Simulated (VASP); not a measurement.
# Al: single point with PBE

The system is Al.

```
Al
1.0
     4.06230    0.00000    0.04908
     0.00000    5.74538    0.00000
    -2.01401    1.43635    1.39325
Al
2
Direct
  0.00000 0.50000 0.00000
  0.00000 0.00000 0.00000
```

```json
{
 "Program": "VASP 6.6.1",
 "Task": "single point",
 "Functional": "PBE",
 "Potentials or basis": "VASP PAW PBE potentials, release 64 (Al)",
 "Cutoff": "520 eV",
 "k mesh": "9 × 6 × 24",
 "Occupations": "gaussian, width 0.1 eV",
 "Spin": "no spin polarisation"
}
```

```
Pressure               : -0.1 GPa
Band gap on the k mesh : zero (band 3 reaches 15.14 eV, above the bottom of band 4 at 3.97 eV)
```

Stress tensor (GPa, compression positive):
```
-0.51  0.00  0.00
 0.00  0.26  0.00
 0.00  0.00 -0.05
```

Levels at points of the mesh, in eV from the Fermi level:
| k point | band 1 | band 2 | band 3 | band 4 | band 5 | band 6 |
| --- | --- | --- | --- | --- | --- | --- |
| (0.00, 0.00, 0.00) | -11.14 | -2.91 | -1.58 | 5.19 | 5.21 | 5.83 |
| (0.00, 0.50, 0.00) | -8.89 | -8.89 | 7.14 | 7.14 | 7.34 | 7.34 |
| (0.00, 0.00, 0.50) | -3.00 | -2.91 | -1.71 | -1.58 | 5.19 | 5.21 |
| (0.00, 0.50, 0.50) | -0.95 | -0.95 | -0.82 | -0.82 | 0.14 | 0.14 |

Wall time 120 s on 1 thread of Intel(R) Xeon(R) 6975P-C (Granite Rapids), on a shared host, peak memory 0.31 GiB.
